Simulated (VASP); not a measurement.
# BP (F-43m) in VASP: further runs, part 2 of 2

VASP 6.6.1. The steps go on from the part before.

## Step 4: Single point, r2SCAN (volume changed by +6%)

The input, POSCAR:

```
BP
1.0
    0.0000000000      2.3128035441      2.3128035441
    2.3128035441      0.0000000000      2.3128035441
    2.3128035441      2.3128035441      0.0000000000
B P
1 1
Direct
    0.0000000000      0.0000000000      0.0000000000
    0.2500000000      0.2500000000      0.2500000000
```

The input, INCAR.step1:

```
SYSTEM = BP
ALGO     = Normal         ! electronic algorithm
EDIFF    = 1E-5           ! SCF threshold, eV
ENCUT    = 550            ! plane-wave cutoff, eV
GGA      = PE             ! functional
GGA_COMPAT= .False.      
ISMEAR   = 0              ! smearing method
LASPH    = .True.         ! aspherical terms in the spheres
LCHARG   = .False.        ! write CHGCAR
LREAL    = .False.        ! projectors in reciprocal space
LWAVE    = .True.         ! write WAVECAR
NBANDS   = 11             ! bands
NELM     = 120            ! most SCF steps
PREC     = Accurate       ! precision mode
SIGMA    = 0.01           ! smearing width, eV
```

The input, INCAR.step2:

```
SYSTEM = BP
ALGO     = Normal         ! electronic algorithm
EDIFF    = 1E-6           ! SCF threshold, eV
ENCUT    = 550            ! plane-wave cutoff, eV
GGA_COMPAT= .False.      
ISIF     = 2              ! what is computed and relaxed
ISMEAR   = 0              ! smearing method
ISTART   = 1            
LASPH    = .True.         ! aspherical terms in the spheres
LCHARG   = .False.        ! write CHGCAR
LMIXTAU  = .True.       
LREAL    = .False.        ! projectors in reciprocal space
LWAVE    = .False.        ! write WAVECAR
METAGGA  = R2SCAN         ! meta-GGA
NBANDS   = 11             ! bands
NELM     = 120            ! most SCF steps
PREC     = Accurate       ! precision mode
SIGMA    = 0.01           ! smearing width, eV
```

The input, KPOINTS:

```
k-points
0
Gamma
  8 8 8
  0 0 0
```

Potentials or basis: VASP PAW PBE potentials, release 64 (B, P).

The run is started by

```console
> cat potpaw_PBE.64/B/POTCAR potpaw_PBE.64/P/POTCAR > POTCAR
> cp INCAR.step1 INCAR
> mpirun -np 1 vasp_std > vasp.out
> cp INCAR.step2 INCAR
> mpirun -np 1 vasp_std > vasp.out
```

OUTCAR:

```text
SYSTEM = BP
   EDIFF = 1E-6
   ENCUT = 550
   ISIF = 2
   ISMEAR = 0
   ISTART = 1
   LASPH = .True.
   LREAL = .False.
   METAGGA = R2SCAN
   NELM = 120
   PREC = Accurate

 ion  position               nearest neighbor table
   1  0.000  0.000  0.000-   2 2.00   2 2.00   2 2.00   2 2.00
   2  0.250  0.250  0.250-   1 2.00   1 2.00   1 2.00   1 2.00

  LATTYP: Found a face centered cubic cell.
 ALAT       =     4.6256070882

  Lattice vectors:

 A1 = (   0.0000000000,   2.3128035441,   2.3128035441)
 A2 = (   2.3128035441,   0.0000000000,   2.3128035441)
 A3 = (   2.3128035441,   2.3128035441,   0.0000000000)

Analysis of symmetry for initial positions (statically):
=====================================================================
 Subroutine PRICEL returns:
 Original cell was already a primitive cell.

 Routine SETGRP: Setting up the symmetry group for a
 face centered cubic supercell.

 Subroutine GETGRP returns: Found 24 space group operations
 (whereof 24 operations were pure point group operations)
 out of a pool of 48 trial point group operations.

The static configuration has the point symmetry T_d .

Analysis of symmetry for dynamics (positions and initial velocities):
=====================================================================
 Subroutine PRICEL returns:
 Original cell was already a primitive cell.

 Routine SETGRP: Setting up the symmetry group for a
 face centered cubic supercell.

 Subroutine GETGRP returns: Found 24 space group operations
 (whereof 24 operations were pure point group operations)
 out of a pool of 48 trial point group operations.

The dynamic configuration has the point symmetry T_d .

 Subroutine INISYM returns: Found 24 space group operations
 (whereof 24 operations are pure point group operations),
 and found     1 'primitive' translations

----------------------------------------------------------------------------------------

                                     Primitive cell

  volume of cell :      24.7427

  direct lattice vectors                    reciprocal lattice vectors
     0.000000000  2.312803544  2.312803544    -0.216187839  0.216187839  0.216187839
     2.312803544  0.000000000  2.312803544     0.216187839 -0.216187839  0.216187839
     2.312803544  2.312803544  0.000000000     0.216187839  0.216187839 -0.216187839

  length of vectors
     3.270798139  3.270798139  3.270798139     0.374448321  0.374448321  0.374448321

  position of ions in fractional coordinates (direct lattice)
     0.000000000  0.000000000  0.000000000
     0.250000000  0.250000000  0.250000000

  ion indices of the primitive-cell ions
   primitive index   ion index
                 1           1
                 2           2

----------------------------------------------------------------------------------------

 KPOINTS: k-points

Automatic generation of k-mesh.
 Grid dimensions read from file:
 generate k-points for:    8    8    8

 Generating k-lattice:

  Cartesian coordinates                     Fractional coordinates (reciprocal lattice)
    -0.027023480  0.027023480  0.027023480     0.125000000  0.000000000  0.000000000
     0.027023480 -0.027023480  0.027023480     0.000000000  0.125000000  0.000000000
     0.027023480  0.027023480 -0.027023480     0.000000000  0.000000000  0.125000000

  Length of vectors
     0.046806040  0.046806040  0.046806040

  Shift w.r.t. Gamma in fractional coordinates (k-lattice)
     0.000000000  0.000000000  0.000000000

 Subroutine IBZKPT returns following result:
 ===========================================

 Found     29 irreducible k-points:

 Following reciprocal coordinates:
            Coordinates               Weight
  0.000000  0.000000  0.000000      1.000000
  0.125000  0.000000  0.000000      8.000000
  0.250000  0.000000  0.000000      8.000000
  0.375000  0.000000  0.000000      8.000000
  0.500000  0.000000  0.000000      4.000000
  0.125000  0.125000  0.000000      6.000000
[... 16 lines left out ...]
  0.500000  0.250000  0.125000     48.000000
 -0.375000  0.250000  0.125000     24.000000
 [... further k-points ...]
   k-points           NKPTS =     29   k-points in BZ     NKDIM =     29   number of bands    NBANDS=     11
   number of dos      NEDOS =    301   number of ions     NIONS =      2
   total plane-waves  NPLWV =  21952
   dimension x,y,z NGX =    28 NGY =   28 NGZ =   28
   dimension x,y,z NGXF=    56 NGYF=   56 NGZF=   56
   ions per type =               1   1
   NGX,Y,Z   is equivalent  to a cutoff of  14.23, 14.23, 14.23 a.u.
   NGXF,Y,Z  is equivalent  to a cutoff of  28.46, 28.46, 28.46 a.u.
 SYSTEM =  BP
   PREC   = accura    normal or accurate (medium, high low for compatibility)
   ISTART =      1    job   : 0-new  1-cont  2-samecut
   ICHARG =      0    charge: 1-file 2-atom 10-const
   ISPIN  =      1    spin polarized calculation?
   LNONCOLLINEAR =      F non collinear calculations
   LSORBIT =      F    spin-orbit coupling
   LASPH  =      T    aspherical Exc in radial PAW
   ENCUT  =  550.0 eV  40.42 Ry    6.36 a.u.   6.25  6.25  6.25*2*pi/ulx,y,z
   NELM   =    120;   NELMIN=  2; NELMDL=  0     # of ELM steps
   EDIFF  = 0.1E-05   stopping-criterion for ELM
   LREAL  =      F    real-space projection
   EDIFFG = 0.1E-04   stopping-criterion for IOM
   NSW    =      0    number of steps for IOM
   IBRION =     -1    ionic relax: 0-MD 1-quasi-New 2-CG
   NFREE  =      0    steps in history (QN), initial steepest desc. (CG)
   ISIF   =      2    stress and relaxation
   ISYM   =      2    0-nonsym 1-usesym 2-fastsym
   POTIM  = 0.5000    time-step for ionic-motion
   TEBEG  =    0.0;   TEEND  =   0.0 temperature during run
   PSTRESS=    0.0 pullay stress
   NELECT =       8.0000    total number of electrons
   NUPDOWN=      -1.0000    fix difference up-down
   EMIN   =  10.00;   EMAX   =-10.00  energy-range for DOS
   EFERMI =   0.00;   METHOD = LEGACY
   ISMEAR =     0;   SIGMA  =   0.01  broadening in eV -4-tet -1-fermi 0-gaus
   EFERMI_NEDOS =   21; number of points for ismear=-14 and -15
   IALGO  =     38    algorithm
   IMIX   =      4    mixing-type and parameters
     AMIX     =   0.40;   BMIX     =  1.00
     AMIX_MAG =   1.60;   BMIX_MAG =  1.00
  volume/ion in A,a.u.               =      12.37        83.49
  Fermi-wavevector in a.u.,A,eV,Ry     =   1.123629  2.123350 17.177914  1.262541
  Thomas-Fermi vector in A             =   2.260296
   LORBIT       =      0    0 simple, 1 ext, 2 COOP (PROOUT), +10 PAW based schemes
   METAGGA = R2SCAN    functional components
   LHFCALC =     F    Hartree Fock is set to
   AEXX    =    0.0000 exact exchange contribution
   IVDW    =     0    specifies the selected vdW correction
   LEPSILON=     F    determine dielectric tensor
   LRPA    =     F    only Hartree local field effects (RPA)
 non-spin polarized calculation
 Gauss-broadening in eV      SIGMA  =   0.01
  energy-cutoff  :      550.00
  volume of cell :       24.74
 maximum number of plane-waves:       740
 NGX is ok and might be reduce to    28
   NGX = 13   NGY = 13   NGZ = 13

 number of electron       8.0000000 magnetization

 Free energy of the ion-electron system (eV)
  ---------------------------------------------------
  ext. energy  EPLUGINS =         0.00000000
  ---------------------------------------------------
  free energy    TOTEN  =       -17.26680065 eV

  energy without entropy =      -17.26680065  energy(sigma->0) =      -17.26680065

 E-fermi :   6.8592     XC(G=0): -11.2426

 val. band max:        6.7182400957   @ k =   0.0000   0.0000   0.0000
 cond. band min:       8.2624600157   @ k =   0.3750   0.3750   0.0000
 fundamental gap:      1.5442199200
 Fermi energy:         6.8591882678

 k-point     1 :       0.0000    0.0000    0.0000
  band No.  band energies     occupation
      1      -9.0193      2.00000
      2       6.7182      2.00000
      3       6.7182      2.00000
      4       6.7182      2.00000
      5      10.2796      0.00000
      6      10.2796      0.00000
      7      10.2796      0.00000
      8      13.8247      0.00000
      9      18.7018      0.00000
     10      19.2100      0.00000
     11      19.2100      0.00000
[... 309 lines left out ...]
 k-point    24 :      -0.3750    0.2500    0.1250
  band No.  band energies     occupation
      1      -5.0839      2.00000
      2      -1.8303      2.00000
      3       2.1461      2.00000
      4       3.6127      2.00000
      5      11.2642      0.00000
      6      12.0720      0.00000
      7      15.2392      0.00000
      8      16.8556      0.00000
      9      17.5432      0.00000
     10      21.6235      0.00000
     11      24.0429      0.00000

 [... further k-points ...]
[... 5 lines left out ...]
  --------------------------------------------------------------------------------------
  -------------------------------------------------------------------------------------
  Total       -1.4359922     -1.4359922     -1.4359922     -0.0000000     -0.0000000      0.0000000
  in kB      -92.9857551    -92.9857551    -92.9857551     -0.0000000     -0.0000000      0.0000000
  external PRESSURE =     -92.9857551 kB  Pullay stress =       0.0000000 kB

 VOLUME and BASIS-vectors are now :
 -----------------------------------------------------------------------------
  energy-cutoff  :      550.00
  volume of cell :       24.74
      direct lattice vectors                 reciprocal lattice vectors
     0.000000000  2.312803544  2.312803544    -0.216187839  0.216187839  0.216187839
     2.312803544  0.000000000  2.312803544     0.216187839 -0.216187839  0.216187839
     2.312803544  2.312803544  0.000000000     0.216187839  0.216187839 -0.216187839

 POSITION                                       TOTAL-FORCE (eV/Angst)
 -----------------------------------------------------------------------------------
      0.00000      0.00000      0.00000        -0.000000     -0.000000      0.000000
      1.15640      1.15640      1.15640         0.000000      0.000000     -0.000000
 -----------------------------------------------------------------------------------
    total drift:                               -0.000000     -0.000000     -0.000000

  FREE ENERGIE OF THE ION-ELECTRON SYSTEM (eV)
  ---------------------------------------------------
  free  energy   TOTEN  =       -17.2668006477 eV

  energy  without entropy=      -17.2668006477  energy(sigma->0) =      -17.26680065
```

It took 48 s on 1 thread of AMD EPYC 7R43 (Zen 3), shared host; peak memory 0.12 GiB.

Results:

```yaml
Free_energy: -17.2668 eV
Pressure: -9.3 GPa
Band_gap_on_the_k_mesh: 1.54 eV, indirect (least direct gap 3.56 eV)
```

Caveat: the PAW data sets were made with another functional, which shifts forces and pressure a little. A k mesh can miss the band edges.

## Step 5: Single point, r2SCAN

The input, POSCAR:

```
BP
1.0
    0.0000000000      2.2683154755      2.2683154755
    2.2683154755      0.0000000000      2.2683154755
    2.2683154755      2.2683154755      0.0000000000
B P
1 1
Direct
    0.0000000000      0.0000000000      0.0000000000
    0.2500000000      0.2500000000      0.2500000000
```

The input, INCAR.step1:

```
SYSTEM = BP
ALGO = Normal ; EDIFF = 1E-5
ENCUT = 550 ; GGA = PE
GGA_COMPAT = .FALSE. ; ISMEAR = 0
LASPH = .TRUE. ; LCHARG = .FALSE.
LREAL = .FALSE. ; LWAVE = .TRUE.
NBANDS = 11 ; NELM = 120
PREC = Accurate ; SIGMA = 0.01
```

The input, INCAR.step2:

```
SYSTEM = BP
ALGO = Normal ; EDIFF = 1E-6
ENCUT = 550 ; GGA_COMPAT = .FALSE.
ISIF = 2 ; ISMEAR = 0
ISTART = 1 ; LASPH = .TRUE.
LCHARG = .FALSE. ; LMIXTAU = .TRUE.
LREAL = .FALSE. ; LWAVE = .FALSE.
METAGGA = R2SCAN ; NBANDS = 11
NELM = 120 ; PREC = Accurate
SIGMA = 0.01
```

The input, KPOINTS:

```
k-points
0
G
  10 10 10
  0 0 0
```

Potentials or basis: VASP PAW PBE potentials, release 64 (B, P).

The run is started by

```console
> cat potpaw_PBE.64/B/POTCAR potpaw_PBE.64/P/POTCAR > POTCAR
> cp INCAR.step1 INCAR
> mpirun -np 1 vasp_std > vasp.out
> cp INCAR.step2 INCAR
> mpirun -np 1 vasp_std > vasp.out
```

OUTCAR:

```text
SYSTEM = BP
   EDIFF = 1E-6
   ENCUT = 550
   ISIF = 2
   ISMEAR = 0
   ISTART = 1
   LASPH = .TRUE.
   LREAL = .FALSE.
   METAGGA = R2SCAN
   NELM = 120
   PREC = Accurate

 ion  position               nearest neighbor table
   1  0.000  0.000  0.000-   2 1.96   2 1.96   2 1.96   2 1.96
   2  0.250  0.250  0.250-   1 1.96   1 1.96   1 1.96   1 1.96

  LATTYP: Found a face centered cubic cell.
 ALAT       =     4.5366309510

  Lattice vectors:

 A1 = (   0.0000000000,   2.2683154755,   2.2683154755)
 A2 = (   2.2683154755,   0.0000000000,   2.2683154755)
 A3 = (   2.2683154755,   2.2683154755,   0.0000000000)

Analysis of symmetry for initial positions (statically):
=====================================================================
 Subroutine PRICEL returns:
 Original cell was already a primitive cell.

 Routine SETGRP: Setting up the symmetry group for a
 face centered cubic supercell.

 Subroutine GETGRP returns: Found 24 space group operations
 (whereof 24 operations were pure point group operations)
 out of a pool of 48 trial point group operations.

[... 172 lines left out ...]
      1      -8.8679      2.00000
      2       7.3993      2.00000
      3       7.3993      2.00000
      4       7.3993      2.00000
      5      11.0414      0.00000
      6      11.0414      0.00000
      7      11.0414      0.00000
      8      15.4246      0.00000
      9      19.8109      0.00000
     10      20.0492      0.00000
     11      20.0492      0.00000
[... 309 lines left out ...]
 k-point    24 :       0.4000    0.3000    0.0000
  band No.  band energies     occupation
      1      -5.7694      2.00000
      2       0.8751      2.00000
      3       3.1392      2.00000
      4       3.6843      2.00000
      5       9.4404      0.00000
      6      11.3487      0.00000
      7      17.5566      0.00000
      8      17.5646      0.00000
      9      22.4513      0.00000
     10      23.4350      0.00000
     11      25.5589      0.00000

 [... further k-points ...]

------------------------ aborting loop because EDIFF is reached ----------------------------------------

  FORCE on cell =-STRESS in cart. coord.  units (eV):
  Direction    XX          YY          ZZ          XY          YZ          ZX
  --------------------------------------------------------------------------------------
  -------------------------------------------------------------------------------------
  Total       -0.0765511     -0.0765511     -0.0765511      0.0000000     -0.0000000     -0.0000000
  in kB       -5.2543852     -5.2543852     -5.2543852      0.0000000     -0.0000000     -0.0000000
  external PRESSURE =      -5.2543852 kB  Pullay stress =       0.0000000 kB

 VOLUME and BASIS-vectors are now :
 -----------------------------------------------------------------------------
  energy-cutoff  :      550.00
  volume of cell :       23.34
      direct lattice vectors                 reciprocal lattice vectors
     0.000000000  2.268315476  2.268315476    -0.220427893  0.220427893  0.220427893
     2.268315476  0.000000000  2.268315476     0.220427893 -0.220427893  0.220427893
     2.268315476  2.268315476  0.000000000     0.220427893  0.220427893 -0.220427893

 POSITION                                       TOTAL-FORCE (eV/Angst)
 -----------------------------------------------------------------------------------
      0.00000      0.00000      0.00000        -0.000000      0.000000      0.000000
      1.13416      1.13416      1.13416         0.000000     -0.000000     -0.000000
 -----------------------------------------------------------------------------------
    total drift:                               -0.000000     -0.000000     -0.000000

  FREE ENERGIE OF THE ION-ELECTRON SYSTEM (eV)
  ---------------------------------------------------
  free  energy   TOTEN  =       -17.3123510056 eV

  energy  without entropy=      -17.3123510056  energy(sigma->0) =      -17.31235101
```

Wall time 68 s (1 thread of AMD EPYC 7R43 (Zen 3), shared host); peak memory 0.12 GiB.

Results:

```yaml
Free_energy: -17.3124 eV
Pressure: -0.5 GPa
Band_gap_on_the_k_mesh: 1.45 eV, indirect (least direct gap 3.64 eV)
```

Caveat: the PAW data sets were made with another functional, which shifts forces and pressure a little. A k mesh can miss the band edges.

## Step 6: Overview

```tsv
cell	k mesh	gap on the mesh (eV)	pressure (GPa)
a = 3.208 Å, angles 60.0°, 2 atoms	8 × 8 × 8	1.48	-0.5
a = 3.240 Å, angles 60.0°, 2 atoms	8 × 8 × 8	1.51	-5.2
a = 3.271 Å, angles 60.0°, 2 atoms	8 × 8 × 8	1.54	-9.3
a = 3.208 Å, angles 60.0°, 2 atoms	10 × 10 × 10	1.45	-0.5
```

Alike in all rows: task single point; level r2SCAN; potentials or basis VASP PAW PBE potentials, release 64 (B, P); no spin polarisation; cutoff (eV) 550; smearing gaussian 0.01 eV.

Caveats: the PAW data sets were made with another functional, which shifts forces and pressure a little.

Total energies depend on the potentials used, so only differences within one code and one set of settings carry meaning.
